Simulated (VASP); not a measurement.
Write the native input for VASP 6.6.1 that does the following.

* Task: single point
* Functional: PBEsol
* Potentials or basis: VASP PAW PBE potentials, release 64 (Ta_pv, C)
* Cutoff: 520 eV
* k mesh: 18 × 18 × 10
* Occupations: gaussian, width 0.1 eV
* Spin: no spin polarisation
* Dipole correction: no
* Further INCAR settings: ALGO = Normal; EDIFF = 1e-06; NBANDS = 20

The structure of Ta2C lies in POSCAR:

```
Ta2C
1.0
    3.0024416756      0.0000000000      0.0000000000
   -1.5012208378      2.6001907645      0.0000000000
    0.0000000000      0.0000000000      5.0085228576
Ta C
2 1
Direct
    0.3333333333      0.6666666667      0.2545758945
    0.6666666667      0.3333333333      0.7454241055
    0.0000000000      0.0000000000      0.0000000000
```

This cell differs from its parent crystal: biaxial strain in the a-b plane: -3.0 %, then relaxed in part.

One way to write it, as run:

INCAR

```
SYSTEM = Ta2C
ALGO = Normal ; EDIFF = 1E-6
ENCUT = 520 ; GGA = PS
ISIF = 2 ; ISMEAR = 0
LASPH = .True. ; LCHARG = .False.
LREAL = .False. ; LWAVE = .False.
NBANDS = 20 ; NELM = 100
PREC = Accurate ; SIGMA = 0.1
```

KPOINTS

```
k-points
0
Gamma
  18 18 10
  0 0 0
```

Potentials or basis: VASP PAW PBE potentials, release 64 (Ta_pv, C).

Run with:

```bash
$ cat potpaw_PBE.64/Ta_pv/POTCAR potpaw_PBE.64/C/POTCAR > POTCAR
$ mpirun -np 1 vasp_std > vasp.out
```

It gave:

- Pressure: 13.6 GPa
- Largest force: 0.052 eV/Å
- Band gap on the k mesh: zero (band 13 reaches 7.39 eV, above the bottom of band 14 at 6.71 eV)

Caveat: the cell differs from its parent crystal (biaxial strain in the a-b plane: -3.0 %, then relaxed in part); the PAW data sets were made with another functional, which shifts forces and pressure a little; spin-orbit coupling is left out, which moves the levels of the heavy elements.

It took 2.5 min on 1 thread of Intel Xeon 6975P-C, on a shared host, peak memory 0.35 GiB.
